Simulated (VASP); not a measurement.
# BiTe (Fm-3m) in VASP: relaxation of the atoms with PBE

Aim: the relaxation of the atoms of BiTe with PBE.

Everything below comes from runs of VASP 6.6.1. Logs are shortened: lines on timing, memory, paths and dates and some standing lists are left out, and cuts for length are marked.

**1. The cell of the first run**

It takes space group Fm-3m (No. 225, cubic). The conventional cell has a = 6.597 Å, b = 6.597 Å, c = 6.597 Å, α = 90.00°, β = 90.00°, γ = 90.00°. Within 4.3 Å of Bi (site symmetry m-3m) lie 6 Te at 3.30 Å. Within 4.3 Å of Te (site symmetry m-3m) lie 6 Bi at 3.30 Å.

**2. Relaxation of the atoms, PBE (35.89 Å³/atom)**

File INCAR:

```
SYSTEM = BiTe
ALGO = Normal ; EDIFF = 1E-7
EDIFFG = -0.02 ; ENCUT = 520
GGA = PE ; IBRION = 2
ISIF = 2 ; ISMEAR = -1
LASPH = .True. ; LCHARG = .False.
LREAL = .False. ; LWAVE = .False.
NELM = 100 ; NSW = 80
PREC = Accurate ; SIGMA = 0.05
```

File KPOINTS:

```
k-points
0
Gamma
  13 13 13
  0 0 0
```

File POSCAR:

```
BiTe
1.0
    0.0000000000      3.2984474805      3.2984474805
    3.2984474805      0.0000000000      3.2984474805
    3.2984474805      3.2984474805      0.0000000000
Bi Te
1 1
Direct
    0.0000000000      0.0000000000      0.0000000000
    0.5000000000      0.5000000000      0.5000000000
```

Potentials or basis: VASP PAW PBE potentials, release 64 (Bi_d, Te).

On the command line:

```sh
$ cat potpaw_PBE.64/Bi_d/POTCAR potpaw_PBE.64/Te/POTCAR > POTCAR
$ mpirun -np 1 vasp_std > vasp.out
```

OUTCAR:

```text
SYSTEM = BiTe
   EDIFF = 1E-7
   EDIFFG = -0.02
   ENCUT = 520
   GGA = PE
   IBRION = 2
   ISIF = 2
   ISMEAR = -1
   LASPH = .True.
   LREAL = .False.
   NELM = 100
   NSW = 80
   PREC = Accurate

 ion  position               nearest neighbor table
   1  0.000  0.000  0.000-   2 3.30   2 3.30   2 3.30   2 3.30   2 3.30   2 3.30
   2  0.500  0.500  0.500-   1 3.30   1 3.30   1 3.30   1 3.30   1 3.30   1 3.30

  LATTYP: Found a face centered cubic cell.
 ALAT       =     6.5968949610

  Lattice vectors:

 A1 = (   0.0000000000,   3.2984474805,   3.2984474805)
 A2 = (   3.2984474805,   0.0000000000,   3.2984474805)
 A3 = (   3.2984474805,   3.2984474805,   0.0000000000)

Analysis of symmetry for initial positions (statically):
=====================================================================
 Subroutine PRICEL returns:
 Original cell was already a primitive cell.

 Routine SETGRP: Setting up the symmetry group for a
 face centered cubic supercell.

 Subroutine GETGRP returns: Found 48 space group operations
 (whereof 48 operations were pure point group operations)
 out of a pool of 48 trial point group operations.

The static configuration has the point symmetry O_h .

Analysis of symmetry for dynamics (positions and initial velocities):
=====================================================================
 Subroutine PRICEL returns:
 Original cell was already a primitive cell.

 Routine SETGRP: Setting up the symmetry group for a
 face centered cubic supercell.

 Subroutine GETGRP returns: Found 48 space group operations
 (whereof 48 operations were pure point group operations)
 out of a pool of 48 trial point group operations.

The dynamic configuration has the point symmetry O_h .

 Subroutine INISYM returns: Found 48 space group operations
 (whereof 48 operations are pure point group operations),
 and found     1 'primitive' translations

----------------------------------------------------------------------------------------

                                     Primitive cell

  volume of cell :      71.7726

  direct lattice vectors                    reciprocal lattice vectors
     0.000000000  3.298447481  3.298447481    -0.151586467  0.151586467  0.151586467
     3.298447481  0.000000000  3.298447481     0.151586467 -0.151586467  0.151586467
[... 93 lines left out ...]
   POTIM  = 0.5000    time-step for ionic-motion
   TEBEG  =    0.0;   TEEND  =   0.0 temperature during run
   PSTRESS=    0.0 pullay stress
   NELECT =      21.0000    total number of electrons
   NUPDOWN=      -1.0000    fix difference up-down
   EMIN   =  10.00;   EMAX   =-10.00  energy-range for DOS
   EFERMI =   0.00;   METHOD = LEGACY
   ISMEAR =    -1;   SIGMA  =   0.05  broadening in eV -4-tet -1-fermi 0-gaus
   EFERMI_NEDOS =   21; number of points for ismear=-14 and -15
   IALGO  =     38    algorithm
   IMIX   =      4    mixing-type and parameters
     AMIX     =   0.40;   BMIX     =  1.00
     AMIX_MAG =   1.60;   BMIX_MAG =  1.00
  volume/ion in A,a.u.               =      35.89       242.17
  Fermi-wavevector in a.u.,A,eV,Ry     =   1.086830  2.053811 16.071200  1.181200
  Thomas-Fermi vector in A             =   2.222976
   LORBIT       =      0    0 simple, 1 ext, 2 COOP (PROOUT), +10 PAW based schemes
   GGA     = PE    functional components
   LHFCALC =     F    Hartree Fock is set to
   AEXX    =    0.0000 exact exchange contribution
   IVDW    =     0    specifies the selected vdW correction
   LEPSILON=     F    determine dielectric tensor
   LRPA    =     F    only Hartree local field effects (RPA)
 conjugate gradient relaxation of ions
 non-spin polarized calculation
  energy-cutoff  :      520.00
  volume of cell :       71.77
 maximum number of plane-waves:      1953
   NGX = 17   NGY = 17   NGZ = 17

 number of electron      20.9999998 magnetization

 Free energy of the ion-electron system (eV)
  ---------------------------------------------------
  ext. energy  EPLUGINS =         0.00000000
  ---------------------------------------------------
  free energy    TOTEN  =        -7.16302435 eV

  energy without entropy =       -7.15032867  energy(sigma->0) =       -7.15667651

 E-fermi :   5.9536     XC(G=0):  -9.1767

 val. band max:        5.9528405609   @ k =  -0.1538   0.2308   0.0769
 cond. band min:       5.9778951960   @ k =   0.3077   0.0000   0.0000
 fundamental gap:      0.0250546351
 Fermi energy:         5.9535846855

 k-point     1 :       0.0000    0.0000    0.0000
  band No.  band energies     occupation
      1     -17.1724      2.00000
      2     -17.1724      2.00000
      3     -17.1722      2.00000
      4     -17.1722      2.00000
      5     -17.1722      2.00000
      6      -7.1739      2.00000
      7      -2.3730      2.00000
      8       3.5686      2.00000
      9       3.5686      2.00000
     10       3.5686      2.00000
     11       7.9913      0.00000
     12       7.9913      0.00000
     13       7.9913      0.00000
     14      10.7220      0.00000
[... 377 lines left out ...]
      1     -17.1771      2.00000
      2     -17.1740      2.00000
      3     -17.1709      2.00000
      4     -17.1677      2.00000
      5     -17.1663      2.00000
      6      -5.7462      2.00000
      7      -4.5206      2.00000
      8       2.9038      2.00000
      9       3.2733      2.00000
     10       3.3299      2.00000
     11       6.6121      0.00000
     12       6.7544      0.00000
     13       6.9676      0.00000
     14      10.9170      0.00000

 [... further k-points ...]

------------------------ aborting loop because EDIFF is reached ----------------------------------------

  FORCE on cell =-STRESS in cart. coord.  units (eV):
  Direction    XX          YY          ZZ          XY          YZ          ZX
  --------------------------------------------------------------------------------------
  -------------------------------------------------------------------------------------
  Total       -0.8270469     -0.8270469     -0.8270469      0.0000000      0.0000000     -0.0000000
  in kB      -18.4621388    -18.4621388    -18.4621388      0.0000000      0.0000000     -0.0000000
  external PRESSURE =     -18.4621388 kB  Pullay stress =       0.0000000 kB

 VOLUME and BASIS-vectors are now :
 -----------------------------------------------------------------------------
  energy-cutoff  :      520.00
  volume of cell :       71.77
      direct lattice vectors                 reciprocal lattice vectors
     0.000000000  3.298447481  3.298447481    -0.151586467  0.151586467  0.151586467
     3.298447481  0.000000000  3.298447481     0.151586467 -0.151586467  0.151586467
     3.298447481  3.298447481  0.000000000     0.151586467  0.151586467 -0.151586467

 POSITION                                       TOTAL-FORCE (eV/Angst)
 -----------------------------------------------------------------------------------
      0.00000      0.00000      0.00000         0.000000     -0.000000      0.000000
      3.29845      3.29845      3.29845        -0.000000      0.000000     -0.000000
 -----------------------------------------------------------------------------------
    total drift:                               -0.000000      0.000000      0.000000

  FREE ENERGIE OF THE ION-ELECTRON SYSTEM (eV)
  ---------------------------------------------------
  free  energy   TOTEN  =        -7.1630243536 eV

  energy  without entropy=       -7.1503286676  energy(sigma->0) =       -7.15667651

 reached required accuracy - stopping structural energy minimisation
```

OSZICAR:

```text
N       E                     dE             d eps       ncg     rms          rms(c)
DAV:   1     0.152832789359E+03    0.15283E+03   -0.10025E+04  2352   0.141E+03
DAV:   2     0.408106660304E+01   -0.14875E+03   -0.14651E+03  2490   0.351E+02
DAV:   3    -0.691473167802E+01   -0.10996E+02   -0.10809E+02  3048   0.102E+02
DAV:   4    -0.718658180099E+01   -0.27185E+00   -0.27123E+00  2682   0.184E+01
DAV:   5    -0.719622025576E+01   -0.96385E-02   -0.96381E-02  3238   0.317E+00    0.585E+00
DAV:   6    -0.715809945801E+01    0.38121E-01   -0.15035E-01  2912   0.269E+00    0.368E+00
DAV:   7    -0.716277582602E+01   -0.46764E-02   -0.32636E-02  2862   0.113E+00    0.670E-01
DAV:   8    -0.716283520876E+01   -0.59383E-04   -0.43222E-03  2702   0.548E-01    0.155E-01
DAV:   9    -0.716301718680E+01   -0.18198E-03   -0.50587E-04  2504   0.180E-01    0.538E-02
DAV:  10    -0.716301954479E+01   -0.23580E-05   -0.18067E-05  3056   0.341E-02    0.389E-02
DAV:  11    -0.716302516460E+01   -0.56198E-05   -0.23725E-05  2412   0.357E-02    0.755E-03
DAV:  12    -0.716302406632E+01    0.10983E-05   -0.45504E-06  2646   0.179E-02    0.246E-03
DAV:  13    -0.716302431558E+01   -0.24926E-06   -0.95930E-07  2736   0.670E-03    0.331E-03
DAV:  14    -0.716302435360E+01   -0.38025E-07   -0.78682E-08  1602   0.210E-03
   1 F= -.71630244E+01 E0= -.71566765E+01  d E =-.716302E+01
```

It took 2.6 min on 1 thread of Intel Xeon 8259CL, shared host; peak memory 0.26 GiB.

Results:

| Item | Value |
| --- | --- |
| Free energy | -7.1630 eV |
| Pressure after relaxing | -1.8 GPa |
| Band gap on the k mesh | zero (an odd number of electrons rules out a gap without spin polarisation) |

Final structure:
```
Bi Te
1.0
     0.00000    3.29845    3.29845
     3.29845    0.00000    3.29845
     3.29845    3.29845    0.00000
Bi Te
1 1
Cartesian
  0.0000 0.0000 0.0000
  3.2984 3.2984 3.2984
```

Caveat: the relaxation stopped at its first step, so nothing moved; spin-orbit coupling is left out, which moves the levels of the heavy elements; an odd number of electrons without spin polarisation forces a metal; a magnetic or distorted state may lie lower.

The gap in the log of VASP goes by the Fermi energy; the results here count the filled bands.